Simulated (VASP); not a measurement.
# Mo (Pm-3m) in VASP: notebook

Runs on Mo. Level: PBE. Tasks: single point, relaxation of cell and atoms.

All numbers are computed with VASP 6.6.1; they aren't measurements. Logs are shortened: lines on timing, memory, paths and dates and some standing lists are left out, and cuts for length are marked.

## (1) The cell of the first run

The structure is cubic, space group Pm-3m (No. 221). The conventional cell has a = 2.597 Å, b = 2.597 Å, c = 2.597 Å, α = 90.00°, β = 90.00°, γ = 90.00°. Within 3.4 Å of Mo (site symmetry m-3m) lie 6 Mo at 2.60 Å.

## (2) Single point, PBE

INCAR

```
SYSTEM = Mo
PREC = Accurate
ENCUT = 520
EDIFF = 1E-6
ISMEAR = 0
SIGMA = 0.1
LREAL = .FALSE.
LASPH = .TRUE.
NELM = 80
ALGO = Fast
ISIF = 2
LWAVE = .FALSE.
LCHARG = .FALSE.
GGA = PE
NBANDS = 13
```

KPOINTS

```
regular mesh
0
G
  6 6 6
  0 0 0
```

POSCAR

```
Mo
1.0
    2.5968526584      0.0000000000      0.0000000000
    0.0000000000      2.5968526584      0.0000000000
    0.0000000000      0.0000000000      2.5968526584
Mo
1
Direct
    0.0000000000      0.0000000000      0.0000000000
```

Potentials or basis: VASP PAW PBE potentials, release 64 (Mo_sv).

On the command line:

```
> cat potpaw_PBE.64/Mo_sv/POTCAR > POTCAR
> mpirun -np 1 vasp_std > vasp.out
```

OUTCAR:

```text
SYSTEM = Mo
   PREC = Accurate
   ENCUT = 520
   EDIFF = 1E-6
   ISMEAR = 0
   LREAL = .FALSE.
   LASPH = .TRUE.
   NELM = 80
   ISIF = 2
   GGA = PE

 ion  position               nearest neighbor table
   1  0.000  0.000  0.000-

  LATTYP: Found a simple cubic cell.
 ALAT       =     2.5968526584

  Lattice vectors:

 A1 = (   2.5968526584,   0.0000000000,   0.0000000000)
 A2 = (   0.0000000000,   2.5968526584,   0.0000000000)
 A3 = (   0.0000000000,   0.0000000000,   2.5968526584)

Analysis of symmetry for initial positions (statically):
=====================================================================
 Subroutine PRICEL returns:
 Original cell was already a primitive cell.

 Routine SETGRP: Setting up the symmetry group for a
 simple cubic supercell.

 Subroutine GETGRP returns: Found 48 space group operations
 (whereof 48 operations were pure point group operations)
 out of a pool of 48 trial point group operations.

The static configuration has the point symmetry O_h .

Analysis of symmetry for dynamics (positions and initial velocities):
=====================================================================
 Subroutine PRICEL returns:
 Original cell was already a primitive cell.

 Routine SETGRP: Setting up the symmetry group for a
 simple cubic supercell.

 Subroutine GETGRP returns: Found 48 space group operations
 (whereof 48 operations were pure point group operations)
 out of a pool of 48 trial point group operations.

The dynamic configuration has the point symmetry O_h .

 Subroutine INISYM returns: Found 48 space group operations
 (whereof 48 operations are pure point group operations),
 and found     1 'primitive' translations

----------------------------------------------------------------------------------------

                                     Primitive cell

  volume of cell :      17.5122

  direct lattice vectors                    reciprocal lattice vectors
     2.596852658  0.000000000  0.000000000     0.385081532  0.000000000  0.000000000
     0.000000000  2.596852658  0.000000000     0.000000000  0.385081532  0.000000000
     0.000000000  0.000000000  2.596852658     0.000000000  0.000000000  0.385081532

  length of vectors
     2.596852658  2.596852658  2.596852658     0.385081532  0.385081532  0.385081532

  position of ions in fractional coordinates (direct lattice)
     0.000000000  0.000000000  0.000000000

[... 77 lines left out ...]
   ISYM   =      2    0-nonsym 1-usesym 2-fastsym
   POTIM  = 0.5000    time-step for ionic-motion
   TEBEG  =    0.0;   TEEND  =   0.0 temperature during run
   PSTRESS=    0.0 pullay stress
   NELECT =      14.0000    total number of electrons
   NUPDOWN=      -1.0000    fix difference up-down
   EMIN   =  10.00;   EMAX   =-10.00  energy-range for DOS
   EFERMI =   0.00;   METHOD = LEGACY
   ISMEAR =     0;   SIGMA  =   0.10  broadening in eV -4-tet -1-fermi 0-gaus
   EFERMI_NEDOS =   21; number of points for ismear=-14 and -15
   IALGO  =     68    algorithm
   IMIX   =      4    mixing-type and parameters
     AMIX     =   0.40;   BMIX     =  1.00
     AMIX_MAG =   1.60;   BMIX_MAG =  1.00
  volume/ion in A,a.u.               =      17.51       118.18
  Fermi-wavevector in a.u.,A,eV,Ry     =   1.519393  2.871237 31.409810  2.308556
  Thomas-Fermi vector in A             =   2.628385
   LORBIT       =      0    0 simple, 1 ext, 2 COOP (PROOUT), +10 PAW based schemes
   GGA     = PE    functional components
   LHFCALC =     F    Hartree Fock is set to
   AEXX    =    0.0000 exact exchange contribution
   IVDW    =     0    specifies the selected vdW correction
   LEPSILON=     F    determine dielectric tensor
   LRPA    =     F    only Hartree local field effects (RPA)
 non-spin polarized calculation
 RMM-DIIS sequential band-by-band and
 Gauss-broadening in eV      SIGMA  =   0.10
  energy-cutoff  :      520.00
  volume of cell :       17.51
 maximum number of plane-waves:       487
 NGX is ok and might be reduce to    20
   NGX =  9   NGY =  9   NGZ =  9

 number of electron      13.9999994 magnetization

 Free energy of the ion-electron system (eV)
  ---------------------------------------------------
  ext. energy  EPLUGINS =         0.00000000
  ---------------------------------------------------
  free energy    TOTEN  =        -9.85849088 eV

  energy without entropy =       -9.84919200  energy(sigma->0) =       -9.85384144

 E-fermi :  10.6588     XC(G=0): -12.6108

 val. band max:       10.5021785834   @ k =   0.3333   0.3333   0.1667
 cond. band min:      10.6704569610   @ k =   0.3333   0.3333   0.1667
 fundamental gap:      0.1682783776
 Fermi energy:        10.6588086274

 k-point     1 :       0.0000    0.0000    0.0000
  band No.  band energies     occupation
      1     -50.3418      2.00000
      2     -23.6088      2.00000
      3     -23.6088      2.00000
      4     -23.6088      2.00000
      5       4.2567      2.00000
      6       6.5766      2.00000
      7       6.5766      2.00000
      8      14.6080      0.00000
      9      14.6080      0.00000
     10      14.6080      0.00000
     11      26.2593      0.00000
     12      26.2593      0.00000
     13      26.2593      0.00000
[... 290 lines left out ...]
  band No.  band energies     occupation
      1     -49.7606      2.00000
      2     -24.6900      2.00000
      3     -24.6900      2.00000
      4     -24.6900      2.00000
      5       7.0102      2.00000
      6       7.0102      2.00000
      7       7.0102      2.00000
      8      17.0692      0.00000
      9      17.0692      0.00000
     10      18.4601      0.00000
     11      23.5740      0.00000
     12      23.5740      0.00000
     13      23.5740      0.00000

------------------------ aborting loop because EDIFF is reached ----------------------------------------

  FORCE on cell =-STRESS in cart. coord.  units (eV):
  Direction    XX          YY          ZZ          XY          YZ          ZX
  --------------------------------------------------------------------------------------
  -------------------------------------------------------------------------------------
  Total        0.0522212      0.0522212      0.0522212      0.0000000     -0.0000000      0.0000000
  in kB        4.7776603      4.7776603      4.7776603      0.0000000     -0.0000000      0.0000000
  external PRESSURE =       4.7776603 kB  Pullay stress =       0.0000000 kB

 VOLUME and BASIS-vectors are now :
 -----------------------------------------------------------------------------
  energy-cutoff  :      520.00
  volume of cell :       17.51
      direct lattice vectors                 reciprocal lattice vectors
     2.596852658  0.000000000  0.000000000     0.385081532  0.000000000  0.000000000
     0.000000000  2.596852658  0.000000000     0.000000000  0.385081532  0.000000000
     0.000000000  0.000000000  2.596852658     0.000000000  0.000000000  0.385081532

 POSITION                                       TOTAL-FORCE (eV/Angst)
 -----------------------------------------------------------------------------------
      0.00000      0.00000      0.00000         0.000000      0.000000      0.000000
 -----------------------------------------------------------------------------------
    total drift:                               -0.000000      0.000000      0.000000

  FREE ENERGIE OF THE ION-ELECTRON SYSTEM (eV)
  ---------------------------------------------------
  free  energy   TOTEN  =        -9.8584908783 eV

  energy  without entropy=       -9.8491920043  energy(sigma->0) =       -9.85384144
```

OSZICAR:

```text
N       E                     dE             d eps       ncg     rms          rms(c)
DAV:   1     0.962709039246E+02    0.96271E+02   -0.80603E+03   520   0.109E+03
DAV:   2    -0.910951567469E+01   -0.10538E+03   -0.10096E+03   610   0.303E+02
DAV:   3    -0.102774638130E+02   -0.11679E+01   -0.11657E+01   595   0.324E+01
DAV:   4    -0.102803928401E+02   -0.29290E-02   -0.29290E-02   600   0.201E+00
DAV:   5    -0.102804137655E+02   -0.20925E-04   -0.20926E-04   575   0.154E-01    0.120E+01
RMM:   6    -0.989610270656E+01    0.38431E+00   -0.49283E-01   521   0.645E+00    0.392E+00
RMM:   7    -0.986024144196E+01    0.35861E-01   -0.11971E-01   522   0.320E+00    0.749E-01
RMM:   8    -0.985894167820E+01    0.12998E-02   -0.11233E-02   536   0.108E+00    0.285E-01
RMM:   9    -0.985850297092E+01    0.43871E-03   -0.11163E-03   561   0.369E-01    0.310E-02
RMM:  10    -0.985849304530E+01    0.99256E-05   -0.28140E-04   564   0.182E-01    0.458E-02
RMM:  11    -0.985849244200E+01    0.60330E-06   -0.37626E-05   556   0.718E-02    0.177E-02
RMM:  12    -0.985849052148E+01    0.19205E-05   -0.78846E-06   557   0.334E-02    0.193E-03
RMM:  13    -0.985849087830E+01   -0.35682E-06   -0.10627E-06   332   0.137E-02
   1 F= -.98584909E+01 E0= -.98538414E+01  d E =-.929887E-02
```

It took 4 s on 1 thread of Intel Xeon 6975P-C, shared host; peak memory 0.12 GiB.

Results:

```
Free energy            : -9.8585 eV
Pressure               : 0.5 GPa
Band gap on the k mesh : zero (band 7 reaches 12.05 eV, above the bottom of band 8 at 9.94 eV)
```

Caveat: the k points lie up to 0.40 Å⁻¹ apart.

## (3) Single point, PBE

This run uses another cell than the first one, of 16.64 Å³/atom, 0.950 times its volume.

INCAR

```
SYSTEM = Mo
  PREC = Accurate
  ENCUT = 520
  EDIFF = 1E-6
  ISMEAR = 0
  SIGMA = 0.1
  LREAL = .False.
  LASPH = .True.
  NELM = 100
  ALGO = Normal
  ISIF = 2
  LWAVE = .False.
  LCHARG = .True.
  GGA = PE
  LELF = .True.
  LVHAR = .True.
  NBANDS = 13
```

KPOINTS

```
Automatic mesh
0
Gamma
  8 8 8
  0 0 0
```

POSCAR

```
Mo
1.0
    2.5529747183      0.0000000000      0.0000000000
    0.0000000000      2.5529747183      0.0000000000
    0.0000000000      0.0000000000      2.5529747183
Mo
1
Direct
    0.0000000000      0.0000000000      0.0000000000
```

Potentials or basis: VASP PAW PBE potentials, release 64 (Mo_sv).

On the command line:

```
> cat potpaw_PBE.64/Mo_sv/POTCAR > POTCAR
> mpirun -np 1 vasp_std > vasp.out
```

Wall time 5.2 s (1 thread of Intel Xeon 6975P-C, shared host); peak memory 0.12 GiB.

The run converged. Its results:

* Free energy: -9.6468 eV
* Pressure: 15.0 GPa
* Band gap on the k mesh: zero (band 7 reaches 13.04 eV, above the bottom of band 8 at 11.16 eV)

Levels at points of the mesh, in eV from the Fermi level:
```tsv
k point	band 3	band 4	band 5	band 6	band 7	band 8	band 9	band 10	band 11	band 12
(0.00, 0.00, 0.00)	-34.23	-34.23	-6.59	-4.41	-4.41	4.18	4.18	4.18	16.02	16.02
(0.50, 0.00, 0.00)	-34.07	-34.07	-3.52	-3.45	0.20	0.70	0.70	4.54	9.84	14.44
(0.50, 0.50, 0.00)	-35.71	-33.92	-5.67	-2.30	1.41	1.41	6.15	6.15	6.59	14.77
(0.50, 0.50, 0.50)	-35.48	-35.48	-3.98	-3.98	-3.98	6.83	6.83	7.68	13.63	13.63
```

## (4) Relaxation of cell and atoms, PBE

This run uses another cell than the first one, of 16.64 Å³/atom, 0.950 times its volume.

INCAR

```
SYSTEM = Mo
PREC = Accurate ; ENCUT = 600
EDIFF = 1E-6 ; ISMEAR = 0
SIGMA = 0.1 ; LREAL = .False.
LASPH = .True. ; NELM = 80
ALGO = Normal ; ISIF = 3
LWAVE = .False. ; LCHARG = .False.
GGA = PE ; IBRION = 2
NSW = 90 ; EDIFFG = -0.04
```

KPOINTS

```
Automatic mesh
0
Gamma
  6 6 6
  0 0 0
```

POSCAR is that of step 3.

On the command line:

```
> cat potpaw_PBE.64/Mo_sv/POTCAR > POTCAR
> mpirun -np 1 vasp_std > vasp.out
```

It took 10 s on 1 thread of Intel Xeon 6975P-C, shared host; peak memory 0.13 GiB.

It converged, with:

```yaml
Free_energy: -9.8576 eV
Relaxed_volume: 17.55 Å³/atom
Relaxed_cell: a = 2.599 Å, b = 2.599 Å, c = 2.599 Å, α = 90.00°, β = 90.00°, γ = 90.00°
Space_group_after_relaxing_to_0.05_Å: Pm-3m (No. 221)
Energy_gained_by_relaxing: 31.8 meV/atom
Ionic_steps: 4
Pressure_after_relaxing: 0.0 GPa
Band_gap_on_the_k_mesh: zero (band 7 reaches 12.01 eV, above the bottom of band 8 at 9.91 eV)
```

The path:
| step | energy change (eV) | largest force (eV/Å) | pressure (GPa) | volume (Å³) |
| --- | --- | --- | --- | --- |
| 1 | 0.0000 | 0.0000 | 11.71 | 16.64 |
| 2 | 0.1039 | 0.0000 | -17.83 | 19.74 |
| 3 | -0.0318 | 0.0000 | -0.44 | 17.59 |
| 4 | -0.0318 | 0.0000 | -0.02 | 17.55 |

Final structure:
```
Mo
1.0
     2.59886    0.00000    0.00000
     0.00000    2.59886    0.00000
     0.00000    0.00000    2.59886
Mo
1
Direct
  0.00000 0.00000 0.00000
```

Levels at points of the mesh, in eV from the Fermi level:
| k point | band 4 | band 5 | band 6 | band 7 | band 8 | band 9 | band 10 | band 11 |
| --- | --- | --- | --- | --- | --- | --- | --- | --- |
| (0.00, 0.00, 0.00) | -34.27 | -6.40 | -4.07 | -4.07 | 3.94 | 3.94 | 3.94 | 15.58 |
| (0.50, 0.00, 0.00) | -34.14 | -3.39 | -3.18 | 0.18 | 0.73 | 0.73 | 4.26 | 9.23 |
| (0.50, 0.50, 0.00) | -34.01 | -5.22 | -2.16 | 1.38 | 1.38 | 5.87 | 5.87 | 6.17 |
| (0.50, 0.50, 0.50) | -35.35 | -3.64 | -3.64 | -3.64 | 6.39 | 6.39 | 7.81 | 12.88 |

Caveat: the k points lie up to 0.40 Å⁻¹ apart in the final cell.

## (5) Single point, PBE

This run uses another cell than the first one, of 17.66 Å³/atom, 1.008 times its volume.

INCAR

```
  PREC = Accurate
  ENCUT = 520
  EDIFF = 1E-6
  ISMEAR = 0
  SIGMA = 0.1
  LREAL = F
  LASPH = T
  NELM = 80
  ALGO = Normal
  ISIF = 2
  LWAVE = F
  LCHARG = F
  GGA = PE
  NBANDS = 13
```

KPOINTS

```
regular mesh
0
Gamma
  16 16 16
```

POSCAR

```
Mo
1.0
    2.6040728589      0.0000000000      0.0000000000
    0.0000000000      2.6040728589      0.0000000000
    0.0000000000      0.0000000000      2.6040728589
Mo
1
Direct
    0.0000000000      0.0000000000      0.0000000000
```

On the command line:

```
> cat potpaw_PBE.64/Mo_sv/POTCAR > POTCAR
> mpirun -np 1 vasp_std > vasp.out
```

Run time: 16 s. Hardware: 1 thread of Intel Xeon 6975P-C, shared host; peak memory 0.15 GiB.

Results (log left out):

| Property | Result |
| --- | --- |
| Free energy | -9.7859 eV |
| Pressure | 0.4 GPa |
| Band gap on the k mesh | zero (band 7 reaches 12.08 eV, above the bottom of band 8 at 9.54 eV) |

Levels at points of the mesh, in eV from the Fermi level:
```csv
k point,band 4,band 5,band 6,band 7,band 8,band 9,band 10,band 11
"(0.00, 0.00, 0.00)",-34.32,-6.39,-4.06,-4.06,3.87,3.87,3.87,15.51
"(0.50, 0.00, 0.00)",-34.18,-3.40,-3.18,0.16,0.70,0.70,4.20,9.14
"(0.50, 0.50, 0.00)",-34.06,-5.19,-2.17,1.35,1.35,5.82,5.82,6.08
"(0.50, 0.50, 0.50)",-35.37,-3.63,-3.63,-3.63,6.30,6.30,7.81,12.78
```

(Part 1 of 2 ends here.)
